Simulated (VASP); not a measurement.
# Mo3S in VASP: further runs, part 2 of 2

VASP 6.6.1. Earlier steps stand in the parts before.

**4. Single point, PBE**

File INCAR:

```
SYSTEM = Mo3S
PREC = Accurate
ENCUT = 520
EDIFF = 1E-7
ISMEAR = 0
SIGMA = 0.1
LREAL = .False.
LASPH = .True.
NELM = 60
ALGO = Normal
ISIF = 2
LWAVE = .False.
LCHARG = .False.
LDIPOL = .True.
IDIPOL = 3
DIPOL = 0.5 0.5 0.367
GGA = PE
NBANDS = 32
```

File KPOINTS:

```
regular mesh
0
Gamma
  10 10 1
  0 0 0
```

File POSCAR:

```
Mo3S
1.0
    2.7370454664      0.0000000000      0.0000000000
   -0.9123484888      2.5805112129      0.0000000000
    0.0000000000      0.0000000000     19.8082440452
Mo S
3 1
Direct
    0.5000000000      0.5000000000      0.2019361227
    0.0000000000      0.0000000000      0.3106875856
    0.5000000000      0.5000000000      0.4194336472
    0.6666666667      0.6666666667      0.5363747675
```

Potentials or basis: VASP PAW PBE potentials, release 64 (Mo_sv, S).

Launch:

```sh
$ cat potpaw_PBE.64/Mo_sv/POTCAR potpaw_PBE.64/S/POTCAR > POTCAR
$ mpirun -np 1 vasp_std > vasp.out
```

OUTCAR:

```text
SYSTEM = Mo3S
   PREC = Accurate
   ENCUT = 520
   EDIFF = 1E-7
   ISMEAR = 0
   LREAL = .False.
   LASPH = .True.
   NELM = 60
   ISIF = 2
   GGA = PE

 ion  position               nearest neighbor table
   1  0.500  0.500  0.202-   2 2.67   2 2.67   2 3.10   2 3.10
   2  0.000  0.000  0.311-   3 2.67   3 2.67   1 2.67   1 2.67   3 3.10   3 3.10   1 3.10   1 3.10

   3  0.500  0.500  0.419-   4 2.38   2 2.67   2 2.67   2 3.10   2 3.10
   4  0.667  0.667  0.536-   3 2.38

  LATTYP: Found a base centered orthorhombic cell.
 ALAT       =     3.1604678736
 B/A-ratio  =     1.4142135624
 C/A-ratio  =     6.2675036854

  Lattice vectors:

 A1 = (   2.7370454664,   0.0000000000,   0.0000000000)
 A2 = (  -0.9123484888,   2.5805112129,   0.0000000000)
 A3 = (   0.0000000000,   0.0000000000,  19.8082440452)

Analysis of symmetry for initial positions (statically):
=====================================================================
 Subroutine PRICEL returns:
 Original cell was already a primitive cell.

 Routine SETGRP: Setting up the symmetry group for a
 base centered orthorhombic supercell.

 Subroutine GETGRP returns: Found  2 space group operations
 (whereof  2 operations were pure point group operations)
 out of a pool of  8 trial point group operations.

The static configuration has the point symmetry C_1h.

Analysis of symmetry for dynamics (positions and initial velocities):
=====================================================================
 Subroutine PRICEL returns:
 Original cell was already a primitive cell.

 Routine SETGRP: Setting up the symmetry group for a
 base centered orthorhombic supercell.

 Subroutine GETGRP returns: Found  2 space group operations
 (whereof  2 operations were pure point group operations)
 out of a pool of  8 trial point group operations.

[... 127 lines left out ...]
  Thomas-Fermi vector in A             =   2.282755
   LORBIT       =      0    0 simple, 1 ext, 2 COOP (PROOUT), +10 PAW based schemes
   GGA     = PE    functional components
   LHFCALC =     F    Hartree Fock is set to
   AEXX    =    0.0000 exact exchange contribution
   IVDW    =     0    specifies the selected vdW correction
   LEPSILON=     F    determine dielectric tensor
   LRPA    =     F    only Hartree local field effects (RPA)
 non-spin polarized calculation
 Gauss-broadening in eV      SIGMA  =   0.10
  energy-cutoff  :      520.00
  volume of cell :      139.91
 maximum number of plane-waves:      3806
   NGX = 11   NGY = 11   NGZ = 73

 dipolmoment           0.000000      0.000000     -0.010551 electrons x Angstroem

 number of electron      47.9999994 magnetization

 dipolmoment           0.000000      0.000000      0.026581 electrons x Angstroem

 Free energy of the ion-electron system (eV)
  ---------------------------------------------------
  ext. energy  EPLUGINS =         0.00000000
  ---------------------------------------------------
  free energy    TOTEN  =       -34.79830169 eV

  energy without entropy =      -34.77279200  energy(sigma->0) =      -34.78554684

 E-fermi :   2.4008     XC(G=0):  -6.6176

 val. band max:        2.3815117276   @ k =   0.3000   0.2000   0.0000
 cond. band min:       2.4085622196   @ k =  -0.4000   0.3000   0.0000
 fundamental gap:      0.0270504920
 Fermi energy:         2.4007983273

 k-point     1 :       0.0000    0.0000    0.0000
  band No.  band energies     occupation
      1     -58.7961      2.00000
      2     -58.6245      2.00000
      3     -58.5169      2.00000
      4     -33.3726      2.00000
      5     -32.8012      2.00000
      6     -32.5001      2.00000
[... 829 lines left out ...]
     31       5.9745      0.00000
     32       8.8200      0.00000

 [... further k-points ...]

------------------------ aborting loop because EDIFF is reached ----------------------------------------

 vacuum level on the upper side and lower side of the slab       (xc-potential included)         0.219        -0.497

  FORCE on cell =-STRESS in cart. coord.  units (eV):
  Direction    XX          YY          ZZ          XY          YZ          ZX
  --------------------------------------------------------------------------------------
  -------------------------------------------------------------------------------------
  Total       -1.8145829     -0.8210092      0.9476637      1.4051254      0.1356239      0.0959006
  in kB      -20.7803881     -9.4021001     10.8525325     16.0913293      1.5531488      1.0982421
  external PRESSURE =      -6.4433186 kB  Pullay stress =       0.0000000 kB

 VOLUME and BASIS-vectors are now :
 -----------------------------------------------------------------------------
  energy-cutoff  :      520.00
  volume of cell :      139.91
      direct lattice vectors                 reciprocal lattice vectors
     2.737045466  0.000000000  0.000000000     0.365357467  0.129173371  0.000000000
    -0.912348489  2.580511213  0.000000000     0.000000000  0.387520114  0.000000000
     0.000000000  0.000000000 19.808244045     0.000000000  0.000000000  0.050484031

 POSITION                                       TOTAL-FORCE (eV/Angst)
 -----------------------------------------------------------------------------------
      0.91235      1.29026      4.00000         0.049666      0.070239      0.113957
      0.00000      0.00000      6.15418        -0.185883     -0.262878     -0.668130
      0.91235      1.29026      8.30824         0.175153      0.247704      0.544901
      1.21646      1.72034     10.62464        -0.038936     -0.055064      0.009271
 -----------------------------------------------------------------------------------
    total drift:                                0.000010      0.000014      0.000357

  FREE ENERGIE OF THE ION-ELECTRON SYSTEM (eV)
  ---------------------------------------------------
  free  energy   TOTEN  =       -34.7983016870 eV

  energy  without entropy=      -34.7727919956  energy(sigma->0) =      -34.78554684

 vacuum level on the upper side and lower side of the slab         7.541         6.797
```

OSZICAR:

```text
N       E                     dE             d eps       ncg     rms          rms(c)
DAV:   1     0.480799661402E+03    0.48080E+03   -0.29491E+04  2408   0.137E+03
DAV:   2    -0.201667393199E+02   -0.50097E+03   -0.48303E+03  2368   0.407E+02
DAV:   3    -0.366931384199E+02   -0.16526E+02   -0.15687E+02  2544   0.675E+01
[... 20 lines left out ...]
DAV:  24    -0.347982960929E+02   -0.15053E-04   -0.15913E-06  1944   0.541E-03    0.203E-03
DAV:  25    -0.347983004503E+02   -0.43573E-05   -0.33485E-07  1680   0.288E-03    0.137E-03
DAV:  26    -0.347983013157E+02   -0.86543E-06   -0.66510E-08  1672   0.141E-03    0.807E-04
DAV:  27    -0.347983016459E+02   -0.33022E-06   -0.49008E-08  1440   0.115E-03    0.237E-04
DAV:  28    -0.347983016870E+02   -0.41070E-07   -0.71299E-09  1144   0.371E-04
   1 F= -.34798302E+02 E0= -.34785547E+02  d E =-.255097E-01
```

It took 4.3 min on 1 thread of AMD EPYC 7R43 (Zen 3), shared host; peak memory 0.25 GiB.

What came out:

```yaml
Free_energy: -34.7983 eV
Largest_force: 0.742 eV/Å
Band_gap_on_the_k_mesh: zero (band 24 reaches 3.28 eV, above the bottom of band 25 at 1.92 eV)
```

Forces on the atoms (eV/Å):
```
Mo   0.050  0.070  0.114
Mo  -0.186 -0.263 -0.668
Mo   0.175  0.248  0.545
S   -0.039 -0.055  0.009
```

**5. Single point, PBE**

File INCAR:

```
ALGO = Normal
DIPOL = 0.5 0.5 0.366
EDIFF = 1E-6
ENCUT = 520
GGA = PE
IDIPOL = 3
ISIF = 2
ISMEAR = 0
LASPH = T
LCHARG = F
LDIPOL = T
LREAL = F
LWAVE = F
NBANDS = 32
NELM = 80
PREC = Accurate
SIGMA = 0.1
```

File KPOINTS:

```
k-points
0
Gamma
  10 10 1
```

Edit POSCAR of step 4 so:

```diff
@@ -11,2 +11,2 @@
     0.5000000000      0.5000000000      0.4194336472
-    0.6666666667      0.6666666667      0.5363747675
+    0.6666666667      1.3333333333      0.5319968945
```

Launch:

```sh
$ cat potpaw_PBE.64/Mo_sv/POTCAR potpaw_PBE.64/S/POTCAR > POTCAR
$ mpirun -np 1 vasp_std > vasp.out
```

Run time: 4.4 min. Hardware: 1 thread of AMD EPYC 7R43 (Zen 3), shared host; peak memory 0.25 GiB.

It converged, with:

- Free energy: -35.0066 eV
- Largest force: 0.555 eV/Å
- Band gap on the k mesh: zero (band 24 reaches 3.71 eV, above the bottom of band 25 at 2.02 eV)

Forces on the atoms (eV/Å):
```
Mo   0.023 -0.016  0.062
Mo  -0.144  0.102 -0.526
Mo  -0.187  0.132  0.466
S    0.308 -0.218 -0.002
```

Levels at points of the mesh, in eV from the Fermi level:
| k point | band 22 | band 23 | band 24 | band 25 | band 26 | band 27 |
| --- | --- | --- | --- | --- | --- | --- |
| (0.00, 0.00, 0.00) | -1.02 | -0.96 | 0.78 | 0.95 | 1.17 | 1.29 |
| (0.50, 0.00, 0.00) | -0.72 | 0.51 | 1.18 | 1.32 | 1.60 | 1.68 |
| (0.50, 0.50, 0.00) | -1.67 | -0.04 | 0.46 | 1.09 | 1.69 | 2.64 |
